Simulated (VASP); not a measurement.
# Nb4H in VASP: relaxation of the atoms with PBE

Aim: the relaxation of the atoms of Nb4H with PBE.

All numbers are computed with VASP 6.6.1; they aren't measurements. Logs are shortened: lines on timing, memory, paths and dates and some standing lists are left out, and cuts for length are marked.

## Step 1: The cell of the first run

The cell holds a slab with vacuum, 5 atoms: a = 2.983 Å, b = 4.218 Å, c = 19.813 Å, α = 90.00°, β = 90.00°, γ = 90.00°.

## Step 2: Relaxation of the atoms, PBE

INCAR

```
PREC = Accurate
ENCUT = 520
EDIFF = 1E-7
ISMEAR = 0
SIGMA = 0.1
LREAL = False
LASPH = True
NELM = 80
ALGO = Normal
ISIF = 2
LWAVE = False
LCHARG = False
LDIPOL = True
IDIPOL = 3
DIPOL = 0.5 0.5 0.345
GGA = PE
IBRION = 2
NSW = 36
EDIFFG = -0.025
KPAR = 4
```

KPOINTS

```
Automatic mesh
0
Gamma
  9 6 1
```

POSCAR

```
Nb4H
1.0
    2.9829001615      0.0000000000      0.0000000000
    0.0000000000      4.2184578637      0.0000000000
    0.0000000000      0.0000000000     19.8127690725
Nb H
4 1
Selective dynamics
Direct
    0.5000000000      0.5000000000      0.2018900026  F F F
    0.0000000000      0.0000000000      0.2771672178  F F F
    0.5000000000      0.5000000000      0.3569599732  F F F
    0.0000000000      0.0000000000      0.4195662425  F F F
    0.3333333333      0.3000000000      0.4677917742  F F T
```

Potentials or basis: VASP PAW PBE potentials, release 64 (Nb_sv, H).

Run with:

```bash
> cat potpaw_PBE.64/Nb_sv/POTCAR potpaw_PBE.64/H/POTCAR > POTCAR
> mpirun -np 4 vasp_std > vasp.out
```

OUTCAR:

```text
PREC = Accurate
   ENCUT = 520
   EDIFF = 1E-7
   ISMEAR = 0
   LREAL = False
   LASPH = True
   NELM = 80
   ISIF = 2
   GGA = PE
   IBRION = 2
   NSW = 36
   EDIFFG = -0.025

 ion  position               nearest neighbor table
   1  0.500  0.500  0.202-   2 2.98   2 2.98   2 2.98   2 2.98
   2  0.000  0.000  0.277-   4 2.82   1 2.98   1 2.98   1 2.98   1 2.98   3 3.03   3 3.03   3 3.03
                             3 3.03
   3  0.500  0.500  0.357-   4 2.87   4 2.87   4 2.87   4 2.87   2 3.03   2 3.03   2 3.03   2 3.03

   4  0.000  0.000  0.420-   5 1.87   2 2.82   3 2.87   3 2.87   3 2.87   3 2.87
   5  0.333  0.300  0.468-   4 1.87

  LATTYP: Found a simple orthorhombic cell.
 ALAT       =     2.9829001615
 B/A-ratio  =     1.4142135624
 C/A-ratio  =     6.6421160615

  Lattice vectors:

 A1 = (   2.9829001615,   0.0000000000,   0.0000000000)
 A2 = (   0.0000000000,   4.2184578637,   0.0000000000)
 A3 = (   0.0000000000,   0.0000000000,  19.8127690725)

Analysis of symmetry for initial positions (statically):
=====================================================================
 Subroutine PRICEL returns:
 Original cell was already a primitive cell.

 Routine SETGRP: Setting up the symmetry group for a
 simple orthorhombic supercell.

 Subroutine GETGRP returns: Found  1 space group operations
 (whereof  1 operations were pure point group operations)
 out of a pool of  8 trial point group operations.

The static configuration has the point symmetry C_1 .

Analysis of symmetry for dynamics (positions and initial velocities):
=====================================================================
 Subroutine PRICEL returns:
 Original cell was already a primitive cell.

 Routine SETGRP: Setting up the symmetry group for a
 simple orthorhombic supercell.

 Subroutine GETGRP returns: Found  1 space group operations
 (whereof  1 operations were pure point group operations)
 out of a pool of  8 trial point group operations.

The dynamic configuration has the point symmetry C_1 .

Analysis of constrained symmetry for selective dynamics:
=====================================================================
 Subroutine PRICEL returns:
 Original cell was already a primitive cell.

 Routine SETGRP: Setting up the symmetry group for a
 simple orthorhombic supercell.

 Subroutine GETGRP returns: Found  1 space group operations
 (whereof  1 operations were pure point group operations)
 out of a pool of  8 trial point group operations.

The constrained configuration has the point symmetry C_1 .

 Subroutine INISYM returns: Found  1 space group operations
 (whereof  1 operations are pure point group operations),
 and found     1 'primitive' translations

----------------------------------------------------------------------------------------

                                     Primitive cell

  volume of cell :     249.3088

  direct lattice vectors                    reciprocal lattice vectors
     2.982900161  0.000000000  0.000000000     0.335244207  0.000000000  0.000000000
     0.000000000  4.218457864  0.000000000     0.000000000  0.237053452  0.000000000
     0.000000000  0.000000000 19.812769073     0.000000000  0.000000000  0.050472501

  length of vectors
     2.982900161  4.218457864 19.812769073     0.335244207  0.237053452  0.050472501

  position of ions in fractional coordinates (direct lattice)
     0.500000000  0.500000000  0.201890003
     0.000000000  0.000000000  0.277167218
     0.500000000  0.500000000  0.356959973
     0.000000000  0.000000000  0.419566242
     0.333333333  0.300000000  0.467791774

  ion indices of the primitive-cell ions
   primitive index   ion index
                 1           1
                 2           2
                 3           3
                 4           4
                 5           5

----------------------------------------------------------------------------------------

 KPOINTS: Automatic mesh

Automatic generation of k-mesh.
 Grid dimensions read from file:
 generate k-points for:    9    6    1

 Generating k-lattice:

  Cartesian coordinates                     Fractional coordinates (reciprocal lattice)
     0.037249356  0.000000000  0.000000000     0.111111111  0.000000000  0.000000000
     0.000000000  0.039508909  0.000000000     0.000000000  0.166666667  0.000000000
     0.000000000  0.000000000  0.050472501     0.000000000  0.000000000  1.000000000

  Length of vectors
     0.037249356  0.039508909  0.050472501

  Shift w.r.t. Gamma in fractional coordinates (k-lattice)
     0.000000000  0.000000000  0.000000000

 Subroutine IBZKPT returns following result:
 ===========================================

 Found     28 irreducible k-points:

 Following reciprocal coordinates:
            Coordinates               Weight
  0.000000  0.000000  0.000000      1.000000
  0.111111  0.000000  0.000000      2.000000
  0.222222  0.000000  0.000000      2.000000
  0.333333  0.000000  0.000000      2.000000
  0.444444  0.000000  0.000000      2.000000
  0.000000  0.166667  0.000000      2.000000
[... 16 lines left out ...]
  0.444444 -0.333333  0.000000      2.000000
  0.000000  0.500000  0.000000      1.000000
 [... further k-points ...]
   k-points           NKPTS =     28   k-points in BZ     NKDIM =     28   number of bands    NBANDS=     31
   number of dos      NEDOS =    301   number of ions     NIONS =      5
   total plane-waves  NPLWV = 115200
   dimension x,y,z NGX =    24 NGY =   32 NGZ =  150
   dimension x,y,z NGXF=    48 NGYF=   64 NGZF=  300
   ions per type =               4   1
   NGX,Y,Z   is equivalent  to a cutoff of  13.38, 12.61, 12.59 a.u.
   NGXF,Y,Z  is equivalent  to a cutoff of  26.75, 25.22, 25.17 a.u.
 SYSTEM =  unknown system
   PREC   = accura    normal or accurate (medium, high low for compatibility)
   ISTART =      0    job   : 0-new  1-cont  2-samecut
   ICHARG =      2    charge: 1-file 2-atom 10-const
   ISPIN  =      1    spin polarized calculation?
   LNONCOLLINEAR =      F non collinear calculations
   LSORBIT =      F    spin-orbit coupling
   LASPH  =      T    aspherical Exc in radial PAW
   ENCUT  =  520.0 eV  38.22 Ry    6.18 a.u.   5.55  7.84 36.84*2*pi/ulx,y,z
   NELM   =     80;   NELMIN=  2; NELMDL= -5     # of ELM steps
   EDIFF  = 0.1E-06   stopping-criterion for ELM
   LREAL  =      F    real-space projection
   EDIFFG = -.3E-01   stopping-criterion for IOM
   NSW    =     36    number of steps for IOM
   IBRION =      2    ionic relax: 0-MD 1-quasi-New 2-CG
   NFREE  =      1    steps in history (QN), initial steepest desc. (CG)
   ISIF   =      2    stress and relaxation
   ISYM   =      2    0-nonsym 1-usesym 2-fastsym
   POTIM  = 0.5000    time-step for ionic-motion
   TEBEG  =    0.0;   TEEND  =   0.0 temperature during run
   PSTRESS=    0.0 pullay stress
   NELECT =      53.0000    total number of electrons
   NUPDOWN=      -1.0000    fix difference up-down
   EMIN   =  10.00;   EMAX   =-10.00  energy-range for DOS
   EFERMI =   0.00;   METHOD = LEGACY
   ISMEAR =     0;   SIGMA  =   0.10  broadening in eV -4-tet -1-fermi 0-gaus
   EFERMI_NEDOS =   21; number of points for ismear=-14 and -15
   IALGO  =     38    algorithm
   IMIX   =      4    mixing-type and parameters
     AMIX     =   0.40;   BMIX     =  1.00
     AMIX_MAG =   1.60;   BMIX_MAG =  1.00
  volume/ion in A,a.u.               =      49.86       336.48
  Fermi-wavevector in a.u.,A,eV,Ry     =   0.977059  1.846374 12.988732  0.954645
  Thomas-Fermi vector in A             =   2.107727
   LORBIT       =      0    0 simple, 1 ext, 2 COOP (PROOUT), +10 PAW based schemes
   GGA     = PE    functional components
   LHFCALC =     F    Hartree Fock is set to
   AEXX    =    0.0000 exact exchange contribution
   IVDW    =     0    specifies the selected vdW correction
   LEPSILON=     F    determine dielectric tensor
   LRPA    =     F    only Hartree local field effects (RPA)
 conjugate gradient relaxation of ions
 non-spin polarized calculation
 Gauss-broadening in eV      SIGMA  =   0.10
  energy-cutoff  :      520.00
  volume of cell :      249.31
 maximum number of plane-waves:      6753
 NGX is ok and might be reduce to    24
   NGX = 11   NGY = 15   NGZ = 73

 dipolmoment           0.000000      0.000000     -0.200930 electrons x Angstroem

--------------------------------------- Ionic step        1  -------------------------------------------

 number of electron      53.0000006 magnetization

 Free energy of the ion-electron system (eV)
  ---------------------------------------------------
  ext. energy  EPLUGINS =         0.00000000
  ---------------------------------------------------
  free energy    TOTEN  =       -39.74414623 eV

  energy without entropy =      -39.70955818  energy(sigma->0) =      -39.72685220

------------------------ aborting loop because EDIFF is reached ----------------------------------------

  FORCE on cell =-STRESS in cart. coord.  units (eV):
  Direction    XX          YY          ZZ          XY          YZ          ZX
  --------------------------------------------------------------------------------------
  -------------------------------------------------------------------------------------
  Total       -4.6091906     -4.9263322     -2.3163082      0.5868932      1.0900163      1.1417452
  in kB      -29.6208581    -31.6589618    -14.8857021      3.7716556      7.0049649      7.3373992
  external PRESSURE =     -25.3885073 kB  Pullay stress =       0.0000000 kB
[... 102 lines left out ...]
  energy  without entropy=      -39.7181656346  energy(sigma->0) =      -39.73562205

--------------------------------------- Ionic step        4  -------------------------------------------

 number of electron      53.0000006 magnetization

 dipolmoment           0.000000      0.000000      0.024034 electrons x Angstroem

 Free energy of the ion-electron system (eV)
  ---------------------------------------------------
  ext. energy  EPLUGINS =         0.00000000
  ---------------------------------------------------
  free energy    TOTEN  =       -39.75836058 eV

  energy without entropy =      -39.72288653  energy(sigma->0) =      -39.74062355

 E-fermi :   0.8349     XC(G=0):  -4.8830

 val. band max:        0.8330132834   @ k =   0.3333  -0.3333   0.0000
 cond. band min:       0.8573346195   @ k =   0.4444   0.1667   0.0000
 fundamental gap:      0.0243213361
 Fermi energy:         0.8348512173

 k-point     1 :       0.0000    0.0000    0.0000
  band No.  band energies     occupation
      1     -54.1407      2.00000
      2     -54.0287      2.00000
      3     -53.8716      2.00000
      4     -53.7766      2.00000
      5     -30.5223      2.00000
      6     -30.3526      2.00000
[... 805 lines left out ...]
     30       1.3624      0.00000
     31       2.0578      0.00000

 [... further k-points ...]

------------------------ aborting loop because EDIFF is reached ----------------------------------------

 vacuum level on the upper side and lower side of the slab       (xc-potential included)         0.033        -0.339

  FORCE on cell =-STRESS in cart. coord.  units (eV):
  Direction    XX          YY          ZZ          XY          YZ          ZX
  --------------------------------------------------------------------------------------
  -------------------------------------------------------------------------------------
  Total       -4.1542713     -4.3617544     -2.1236806      0.8086486      1.3114599      1.2861588
  in kB      -26.6973295    -28.0307152    -13.6477853      5.1967618      8.4280669      8.2654701
  external PRESSURE =     -22.7919433 kB  Pullay stress =       0.0000000 kB

 VOLUME and BASIS-vectors are now :
 -----------------------------------------------------------------------------
  energy-cutoff  :      520.00
  volume of cell :      249.31
      direct lattice vectors                 reciprocal lattice vectors
     2.982900161  0.000000000  0.000000000     0.335244207  0.000000000  0.000000000
     0.000000000  4.218457864  0.000000000     0.000000000  0.237053452  0.000000000
     0.000000000  0.000000000 19.812769073     0.000000000  0.000000000  0.050472501
[... 11 lines left out ...]
  FREE ENERGIE OF THE ION-ELECTRON SYSTEM (eV)
  ---------------------------------------------------
  free  energy   TOTEN  =       -39.7583605773 eV

  energy  without entropy=      -39.7228865262  energy(sigma->0) =      -39.74062355

 reached required accuracy - stopping structural energy minimisation

 vacuum level on the upper side and lower side of the slab         4.641         4.255
```

It took 5.3 min on 4 MPI ranks of Intel Xeon Platinum 8375C at 2.90GHz (Ice Lake), shared host; peak memory 0.44 GiB.

Results:

* Free energy: -39.7584 eV
* Energy gained by relaxing: 2.8 meV/atom
* Ionic steps: 4
* Band gap on the k mesh: zero (an odd number of electrons rules out a gap without spin polarisation)

Step by step:
| step | energy change (eV) | largest force on free atoms (eV/Å) | pressure (GPa) |
| --- | --- | --- | --- |
| 1 | 0.0000 | 0.2404 | -2.54 |
| 2 | -0.0026 | 0.2164 | -2.51 |
| 3 | -0.0089 | 0.1451 | -2.44 |
| 4 | -0.0142 | 0.0082 | -2.28 |

Final structure:
```xyz
5
Lattice="2.9829 0.0000 0.0000 0.0000 4.2185 0.0000 0.0000 0.0000 19.8128" Properties=species:S:1:pos:R:3 pbc="T T T"
Nb    1.4915    2.1092    4.0000
Nb    0.0000    0.0000    5.4914
Nb    1.4915    2.1092    7.0724
Nb    0.0000    0.0000    8.3128
H     0.9943    1.2655    9.1523
```

The gap in the log of VASP goes by the Fermi energy; the results here count the filled bands.